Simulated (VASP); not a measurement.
A run of VASP 6.6.1 is set up as follows.

Contents of INCAR:

```
SYSTEM = P
PREC = Accurate
ENCUT = 600
EDIFF = 1E-6
ISMEAR = -1
SIGMA = 0.1
LREAL = .False.
LASPH = .True.
NELM = 80
ALGO = Normal
ISIF = 3
LWAVE = .False.
LCHARG = .False.
GGA = PS
IBRION = 2
NSW = 80
EDIFFG = -0.01
```

File KPOINTS:

```
regular mesh
0
Gamma
  14 14 14
  0 0 0
```

The input POSCAR:

```
P
1.0
    0.0000000000      1.9670729634      1.9670729634
    1.9670729634      0.0000000000      1.9670729634
    1.9670729634      1.9670729634      0.0000000000
P
1
Direct
    0.0000000000      0.0000000000      0.0000000000
```

Potentials or basis: VASP PAW PBE potentials, release 64 (P).

The run is started by

```bash
$ cat potpaw_PBE.64/P/POTCAR > POTCAR
$ mpirun -np 1 vasp_std > vasp.out
```

Question: Predict the relaxed volume.

Answer: 13.96 Å³/atom.

Question: What does it give for the space group after relaxing (to 0.05 Å)?

Answer: Fm-3m (No. 225).

Question: What does it give for the relaxed cell?

Answer: a = 2.703 Å, b = 2.703 Å, c = 2.703 Å, α = 60.00°, β = 60.00°, γ = 60.00°.

Final structure:
```
P
1.0
     0.00000    1.91121    1.91121
     1.91121    0.00000    1.91121
     1.91121    1.91121    0.00000
P
1
Direct
  0.00000 0.00000 0.00000
```

Caveat: the PAW data sets were made with another functional, which shifts forces and pressure a little.
